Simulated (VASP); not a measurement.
# Pd (Cmmm) in VASP: single point with PBEsol

Aim: the single point of Pd with PBEsol.

All numbers are computed with VASP 6.6.1; they aren't measurements. Logs are shortened: lines on timing, memory, paths and dates and some standing lists are left out, and cuts for length are marked.

## (1) The cell of the first run

Symmetry: Cmmm, No. 65, orthorhombic system. Conventional cell: a = 3.445 Å, b = 4.435 Å, c = 9.077 Å, α = 90.00°, β = 90.00°, γ = 90.00°. Pd (site symmetry mmm) has 6 Pd at 2.81 to 3.45 Å within 3.7 Å.

## (2) Single point, PBEsol

INCAR reads:

```
ALGO     = Normal         # electronic algorithm
EDIFF    = 1E-6           # SCF threshold, eV
ENCUT    = 520            # plane-wave cutoff, eV
GGA      = PS             # functional
ISIF     = 2              # what is computed and relaxed
ISMEAR   = -1             # smearing method
LASPH    = True           # aspherical terms in the spheres
LCHARG   = False          # write CHGCAR
LREAL    = False          # projectors in reciprocal space
LWAVE    = False          # write WAVECAR
NBANDS   = 11             # bands
NELM     = 80             # most SCF steps
PREC     = Accurate       # precision mode
SIGMA    = 0.1            # smearing width, eV
```

KPOINTS reads:

```
k-points
0
Gamma
  8 8 3
```

POSCAR reads:

```
Pd
1.0
    1.7225900000     -2.2173600000      0.0000000000
    1.7225900000      2.2173600000      0.0000000000
    0.0000000000      0.0000000000      9.0767100000
Pd
1
Direct
    0.0000000000      0.0000000000      0.0000000000
```

Potentials or basis: VASP PAW PBE potentials, release 64 (Pd).

Command:

```bash
$ cat potpaw_PBE.64/Pd/POTCAR > POTCAR
$ mpirun -np 1 vasp_std > vasp.out
```

OUTCAR:

```text
EDIFF = 1E-6
   ENCUT = 520
   GGA = PS
   ISIF = 2
   ISMEAR = -1
   LASPH = True
   LREAL = False
   NELM = 80
   PREC = Accurate

 ion  position               nearest neighbor table
   1  0.000  0.000  0.000-

  LATTYP: Found a base centered orthorhombic cell.
 ALAT       =     3.4451800000
 B/A-ratio  =     1.2872244701
 C/A-ratio  =     2.6346112540

  Lattice vectors:

 A1 = (   1.7225900000,  -2.2173600000,   0.0000000000)
 A2 = (   1.7225900000,   2.2173600000,   0.0000000000)
 A3 = (   0.0000000000,   0.0000000000,   9.0767100000)

Analysis of symmetry for initial positions (statically):
=====================================================================
 Subroutine PRICEL returns:
 Original cell was already a primitive cell.

 Routine SETGRP: Setting up the symmetry group for a
 base centered orthorhombic supercell.

 Subroutine GETGRP returns: Found  8 space group operations
 (whereof  8 operations were pure point group operations)
 out of a pool of  8 trial point group operations.

The static configuration has the point symmetry D_2h.

Analysis of symmetry for dynamics (positions and initial velocities):
=====================================================================
 Subroutine PRICEL returns:
 Original cell was already a primitive cell.

 Routine SETGRP: Setting up the symmetry group for a
 base centered orthorhombic supercell.

 Subroutine GETGRP returns: Found  8 space group operations
 (whereof  8 operations were pure point group operations)
 out of a pool of  8 trial point group operations.

The dynamic configuration has the point symmetry D_2h.

 Subroutine INISYM returns: Found  8 space group operations
 (whereof  8 operations are pure point group operations),
 and found     1 'primitive' translations

----------------------------------------------------------------------------------------

                                     Primitive cell

  volume of cell :      69.3388

  direct lattice vectors                    reciprocal lattice vectors
     1.722590000 -2.217360000  0.000000000     0.290260596 -0.225493380  0.000000000
     1.722590000  2.217360000  0.000000000     0.290260596  0.225493380  0.000000000
     0.000000000  0.000000000  9.076710000     0.000000000  0.000000000  0.110172078

  length of vectors
     2.807846448  2.807846448  9.076710000     0.367557448  0.367557448  0.110172078

  position of ions in fractional coordinates (direct lattice)
     0.000000000  0.000000000  0.000000000

  ion indices of the primitive-cell ions
   primitive index   ion index
                 1           1

----------------------------------------------------------------------------------------

 KPOINTS: k-points

Automatic generation of k-mesh.
 Grid dimensions read from file:
 generate k-points for:    8    8    3

 Generating k-lattice:

  Cartesian coordinates                     Fractional coordinates (reciprocal lattice)
     0.036282574 -0.028186672  0.000000000     0.125000000  0.000000000  0.000000000
     0.036282574  0.028186672  0.000000000     0.000000000  0.125000000  0.000000000
     0.000000000  0.000000000  0.036724026     0.000000000  0.000000000  0.333333333

  Length of vectors
     0.045944681  0.045944681  0.036724026

  Shift w.r.t. Gamma in fractional coordinates (k-lattice)
     0.000000000  0.000000000  0.000000000

 Subroutine IBZKPT returns following result:
 ===========================================

 Found     42 irreducible k-points:

 Following reciprocal coordinates:
            Coordinates               Weight
  0.000000  0.000000  0.000000      1.000000
  0.125000  0.000000  0.000000      4.000000
  0.250000  0.000000  0.000000      4.000000
  0.375000  0.000000  0.000000      4.000000
  0.500000  0.000000  0.000000      2.000000
  0.125000  0.125000  0.000000      2.000000
[... 16 lines left out ...]
  0.125000  0.000000  0.333333      8.000000
  0.250000  0.000000  0.333333      8.000000
 [... further k-points ...]
   k-points           NKPTS =     42   k-points in BZ     NKDIM =     42   number of bands    NBANDS=     11
   number of dos      NEDOS =    301   number of ions     NIONS =      1
   total plane-waves  NPLWV =  40320
   dimension x,y,z NGX =    24 NGY =   24 NGZ =   70
   dimension x,y,z NGXF=    48 NGYF=   48 NGZF=  140
   ions per type =               1
   NGX,Y,Z   is equivalent  to a cutoff of  14.21, 14.21, 12.82 a.u.
   NGXF,Y,Z  is equivalent  to a cutoff of  28.42, 28.42, 25.64 a.u.
 SYSTEM =  unknown system
   PREC   = accura    normal or accurate (medium, high low for compatibility)
   ISTART =      0    job   : 0-new  1-cont  2-samecut
   ICHARG =      2    charge: 1-file 2-atom 10-const
   ISPIN  =      1    spin polarized calculation?
   LNONCOLLINEAR =      F non collinear calculations
   LSORBIT =      F    spin-orbit coupling
   LASPH  =      T    aspherical Exc in radial PAW
   ENCUT  =  520.0 eV  38.22 Ry    6.18 a.u.   5.22  5.22 16.88*2*pi/ulx,y,z
   NELM   =     80;   NELMIN=  2; NELMDL= -5     # of ELM steps
   EDIFF  = 0.1E-05   stopping-criterion for ELM
   LREAL  =      F    real-space projection
   EDIFFG = 0.1E-04   stopping-criterion for IOM
   NSW    =      0    number of steps for IOM
   IBRION =     -1    ionic relax: 0-MD 1-quasi-New 2-CG
   NFREE  =      0    steps in history (QN), initial steepest desc. (CG)
   ISIF   =      2    stress and relaxation
   ISYM   =      2    0-nonsym 1-usesym 2-fastsym
   POTIM  = 0.5000    time-step for ionic-motion
   TEBEG  =    0.0;   TEEND  =   0.0 temperature during run
   PSTRESS=    0.0 pullay stress
   NELECT =      10.0000    total number of electrons
   NUPDOWN=      -1.0000    fix difference up-down
   EMIN   =  10.00;   EMAX   =-10.00  energy-range for DOS
   EFERMI =   0.00;   METHOD = LEGACY
   ISMEAR =    -1;   SIGMA  =   0.10  broadening in eV -4-tet -1-fermi 0-gaus
   EFERMI_NEDOS =   21; number of points for ismear=-14 and -15
   IALGO  =     38    algorithm
   IMIX   =      4    mixing-type and parameters
     AMIX     =   0.40;   BMIX     =  1.00
     AMIX_MAG =   1.60;   BMIX_MAG =  1.00
  volume/ion in A,a.u.               =      69.34       467.92
  Fermi-wavevector in a.u.,A,eV,Ry     =   0.858518  1.622363 10.028212  0.737053
  Thomas-Fermi vector in A             =   1.975734
   LORBIT       =      0    0 simple, 1 ext, 2 COOP (PROOUT), +10 PAW based schemes
   GGA     = PS    functional components
   LHFCALC =     F    Hartree Fock is set to
   AEXX    =    0.0000 exact exchange contribution
   IVDW    =     0    specifies the selected vdW correction
   LEPSILON=     F    determine dielectric tensor
   LRPA    =     F    only Hartree local field effects (RPA)
 non-spin polarized calculation
  energy-cutoff  :      520.00
  volume of cell :       69.34
 maximum number of plane-waves:      1890
 NGX is ok and might be reduce to    24
   NGX = 11   NGY = 11   NGZ = 33

 number of electron      10.0000002 magnetization

 Free energy of the ion-electron system (eV)
  ---------------------------------------------------
  ext. energy  EPLUGINS =         0.00000000
  ---------------------------------------------------
  free energy    TOTEN  =        -4.00713140 eV

  energy without entropy =       -3.90561548  energy(sigma->0) =       -3.95637344

 E-fermi :  -2.6127     XC(G=0):  -4.7234

 val. band max:       -2.6268238055   @ k =   0.0000   0.0000   0.3333
 cond. band min:      -2.4809611547   @ k =  -0.2500   0.2500   0.0000
 fundamental gap:      0.1458626507
 Fermi energy:        -2.6126560248

 k-point     1 :       0.0000    0.0000    0.0000
  band No.  band energies     occupation
      1      -6.0694      2.00000
      2      -5.2655      2.00000
      3      -3.4950      1.99971
      4      -2.7863      1.70046
      5      -2.7768      1.67559
      6      -2.6268      1.07074
      7       0.0516      0.00000
      8       2.9116      0.00000
      9       6.5218      0.00000
     10       7.8886      0.00000
     11      14.4880      0.00000

 k-point     2 :       0.1250    0.0000    0.0000
  band No.  band energies     occupation
      1      -5.7493      2.00000
      2      -5.0792      2.00000
      3      -3.3787      1.99906
      4      -3.1041      1.98543
      5      -2.8630      1.84879
      6      -2.6814      1.33097
      7       0.6119      0.00000
      8       3.2107      0.00000
      9       6.9020      0.00000
     10       8.1409      0.00000
     11      12.6685      0.00000

 k-point     3 :       0.2500    0.0000    0.0000
  band No.  band energies     occupation
      1      -5.4342      2.00000
      2      -4.0757      2.00000
      3      -3.7671      1.99998
      4      -3.0095      1.96291
      5      -2.9553      1.93704
      6      -2.6820      1.33330
      7       1.8879      0.00000
      8       4.1110      0.00000
      9       7.9649      0.00000
     10       8.6483      0.00000
     11       9.0420      0.00000

 k-point     4 :       0.3750    0.0000    0.0000
  band No.  band energies     occupation
      1      -5.4010      2.00000
      2      -4.2767      2.00000
      3      -3.2217      1.99548
      4      -2.8741      1.86359
      5      -2.6741      1.29808
      6      -1.5762      0.00006
      7       3.5526      0.00000
      8       5.0157      0.00000
      9       5.7141      0.00000
     10       8.8209      0.00000
     11      10.0661      0.00000
[... 239 lines left out ...]
 k-point    22 :       0.0000    0.0000    0.3333
  band No.  band energies     occupation
      1      -6.0693      2.00000
      2      -5.2655      2.00000
      3      -3.4919      1.99970
      4      -2.7863      1.70040
      5      -2.7768      1.67559
      6      -2.6268      1.07072
      7      -0.0196      0.00000
      8       3.4427      0.00000
      9       5.0998      0.00000
     10       9.7235      0.00000
     11      12.9026      0.00000

 k-point    23 :       0.1250    0.0000    0.3333
  band No.  band energies     occupation
      1      -5.7491      2.00000
      2      -5.0792      2.00000
      3      -3.3760      1.99903
      4      -3.1045      1.98549
      5      -2.8630      1.84879
      6      -2.6815      1.33103
      7       0.5296      0.00000
      8       3.7710      0.00000
      9       5.4096      0.00000
     10      10.0496      0.00000
     11      12.6629      0.00000

 k-point    24 :       0.2500    0.0000    0.3333
  band No.  band energies     occupation
      1      -5.4341      2.00000
      2      -4.0757      2.00000
      3      -3.7673      1.99998
      4      -3.0080      1.96234
      5      -2.9548      1.93673
      6      -2.6820      1.33332
      7       1.7827      0.00000
      8       4.7256      0.00000
      9       6.3187      0.00000
     10       8.7873      0.00000
     11      10.9485      0.00000

 [... further k-points ...]

------------------------ aborting loop because EDIFF is reached ----------------------------------------

  FORCE on cell =-STRESS in cart. coord.  units (eV):
  Direction    XX          YY          ZZ          XY          YZ          ZX
  --------------------------------------------------------------------------------------
  -------------------------------------------------------------------------------------
  Total       -3.3286832     -3.2067093     -0.0085643     -0.0000000      0.0000000      0.0000000
  in kB      -76.9141892    -74.0958005     -0.1978899     -0.0000000      0.0000000      0.0000000
  external PRESSURE =     -50.4026265 kB  Pullay stress =       0.0000000 kB

 VOLUME and BASIS-vectors are now :
 -----------------------------------------------------------------------------
  energy-cutoff  :      520.00
  volume of cell :       69.34
      direct lattice vectors                 reciprocal lattice vectors
     1.722590000 -2.217360000  0.000000000     0.290260596 -0.225493380  0.000000000
     1.722590000  2.217360000  0.000000000     0.290260596  0.225493380  0.000000000
     0.000000000  0.000000000  9.076710000     0.000000000  0.000000000  0.110172078

 POSITION                                       TOTAL-FORCE (eV/Angst)
 -----------------------------------------------------------------------------------
      0.00000      0.00000      0.00000         0.000000      0.000000      0.000000
 -----------------------------------------------------------------------------------
    total drift:                               -0.000000     -0.000000     -0.000000

  FREE ENERGIE OF THE ION-ELECTRON SYSTEM (eV)
  ---------------------------------------------------
  free  energy   TOTEN  =        -4.0071313979 eV

  energy  without entropy=       -3.9056154809  energy(sigma->0) =       -3.95637344
```

It took 40 s on 1 thread of Intel Xeon 8259CL, shared host; peak memory 0.2 GiB.

Results:

```
Free energy            : -4.0071 eV
Pressure               : -5.0 GPa
Band gap on the k mesh : zero (bands 5 and 6 overlap by 1.14 eV)
```

Stress tensor (GPa, compression positive):
```
-7.69  0.00  0.00
 0.00 -7.41  0.00
 0.00  0.00 -0.02
```

Caveat: the stress differs along the axes, from -8 to -0 GPa; the PAW data sets were made with another functional, which shifts forces and pressure a little.

The gap in the log of VASP goes by the Fermi energy; the results here count the filled bands.